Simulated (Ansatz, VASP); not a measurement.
# Li2Se: VASP beside Ansatz

The input INCAR:

```
SYSTEM = Li2Se
PREC = Accurate
ENCUT = 750
EDIFF = 1E-6
ISMEAR = 0
SIGMA = 0.05
LREAL = .False.
LASPH = .True.
NELM = 120
ALGO = Normal
ISIF = 2
LWAVE = .False.
LCHARG = .False.
GGA = PE
NBANDS = 13
GGA_COMPAT = .False.
```

Contents of KPOINTS:

```
regular mesh
0
Gamma
  10 10 10
  0 0 0
```

POSCAR

```
Li2Se
1.0
    0.0000000000      2.9626099791      2.9626099791
    2.9626099791      0.0000000000      2.9626099791
    2.9626099791      2.9626099791      0.0000000000
Li Se
2 1
Direct
    0.2500000000      0.2500000000      0.2500000000
    0.7500000000      0.7500000000      0.7500000000
    0.0000000000      0.0000000000      0.0000000000
```

Input for Ansatz:

```yaml
crystal:
  lattice:
    - [0.0, 2.9626099801, 2.9626099801]
    - [2.9626099801, 0.0, 2.9626099801]
    - [2.9626099801, 2.9626099801, 0.0]
  atoms:
    - { symbol: Li, position: [0.25, 0.25, 0.25] }
    - { symbol: Li, position: [0.75, 0.75, 0.75] }
    - { symbol: Se, position: [0.0, 0.0, 0.0] }
basis:
  ecutwfc: 420
  ecutrho_ratio: 4
kpoints:
  mp_grid: { grid: [10, 10, 10] }
hamiltonian:
  xc: pbe
scf:
  occupations: { method: gaussian, width: 0.05 }
output:
  forces: true
  stress: true
  eigenvalues: true
```

Alike in both runs: task single point; functional PBE; k mesh 10 × 10 × 10; occupations gaussian, width 0.05 eV; no spin polarisation.

```csv
,VASP,Ansatz
version,VASP 6.6.1,Ansatz 0.2.0
potentials or method,"VASP PAW PBE potentials, release 64 (Li_sv, Se), cutoff 750 eV","scalar-relativistic, plane waves, PAW"
valence electrons in the cell,12,22
```

```tsv
	VASP	Ansatz	Ansatz less VASP
gap on the k mesh at the Fermi level (eV)	2.94	2.95	+0.006
least direct gap on the mesh (eV)	3.56	3.55	-0.003
pressure (GPa)	1.4	1.5	+0.07
```

VASP's potentials hold 12 valence electrons a cell and Ansatz's 22, so a difference there can come from the potentials and not from the codes.
